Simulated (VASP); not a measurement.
Input of a VASP 6.6.1 run:

File INCAR:

```
SYSTEM = ZnCu
PREC = Accurate
ENCUT = 520
EDIFF = 1E-6
ISMEAR = 0
SIGMA = 0.1
LREAL = .False.
LASPH = .True.
NELM = 60
ALGO = Fast
ISIF = 2
LWAVE = .False.
LCHARG = .False.
GGA = PE
NBANDS = 31
```

The input KPOINTS:

```
regular mesh
0
Gamma
  14 14 14
  0 0 0
```

Contents of POSCAR:

```
ZnCu
1.0
   -2.9675212323      0.0000000000      2.9578583245
    0.0000000000      2.9675212323     -2.9578583245
    0.0000000000     -2.9675212323     -2.9578583245
Zn Cu
2 2
Direct
    0.5000000000      0.2500000000      0.7500000000
    0.5000000000      0.7500000000      0.2500000000
    0.0000000000      0.5000000000      0.5000000000
    0.0000000000      0.0000000000      0.0000000000
```

Potentials or basis: VASP PAW PBE potentials, release 64 (Zn, Cu).

Launch:

```sh
$ cat potpaw_PBE.64/Zn/POTCAR potpaw_PBE.64/Cu/POTCAR > POTCAR
$ mpirun -np 1 vasp_std > vasp.out
```

Problem. What does it give for the band gap on the k mesh?

Solution. Zero (bands 23 and 24 overlap by 6.21 eV).

Problem. Predict the pressure.

Solution. 0.4 GPa.

Stress tensor (GPa, compression positive):
```
0.40 0.00 0.00
0.00 0.40 0.00
0.00 0.00 0.50
```
